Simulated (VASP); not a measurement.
Set up this calculation in VASP 6.6.1, as the native input.

```yaml
Task: single point
Functional: LDA
Potentials_or_basis: VASP PAW LDA potentials, release 64 (Zn, O)
Cutoff: 520 eV
k_mesh: 8 × 8 × 4
Occupations: gaussian, width 0.01 eV
Spin: no spin polarisation
Dipole_correction: no
Further_INCAR_settings: ALGO = Normal; EDIFF = 1e-06; NBANDS = 26
```

The structure of ZnO lies in POSCAR:

```
ZnO
1.0
    3.1039907030      0.0000000000      0.0000000000
   -1.5519953515      2.6881348019      0.0000000000
    0.0000000000      0.0000000000      5.0232608455
Zn O
2 2
Direct
    0.3333333333      0.6666666667      0.5005219484
    0.6666666667      0.3333333333      0.0005219484
    0.6666666667      0.3333333333      0.3784880516
    0.3333333333      0.6666666667      0.8784880516
```

These files were run (other wordings do the same):

INCAR

```
SYSTEM = ZnO
  ALGO = Normal
  EDIFF = 1E-6
  ENCUT = 520
  ISIF = 2
  ISMEAR = 0
  LASPH = .TRUE.
  LCHARG = .FALSE.
  LREAL = .FALSE.
  LWAVE = .FALSE.
  NBANDS = 26
  NELM = 60
  PREC = Accurate
  SIGMA = 0.01
```

KPOINTS

```
k-points
0
G
  8 8 4
  0 0 0
```

Potentials or basis: VASP PAW LDA potentials, release 64 (Zn, O).

Launch:

```bash
$ cat potpaw_LDA.64/Zn/POTCAR potpaw_LDA.64/O/POTCAR > POTCAR
$ mpirun -np 1 vasp_std > vasp.out
```

It gave:

| Quantity | Value |
| --- | --- |
| Pressure | 16.8 GPa |
| Band gap on the k mesh | 0.93 eV, direct |

It took 42 s on 1 thread of Intel Xeon 8259CL, on a shared host, peak memory 0.15 GiB.
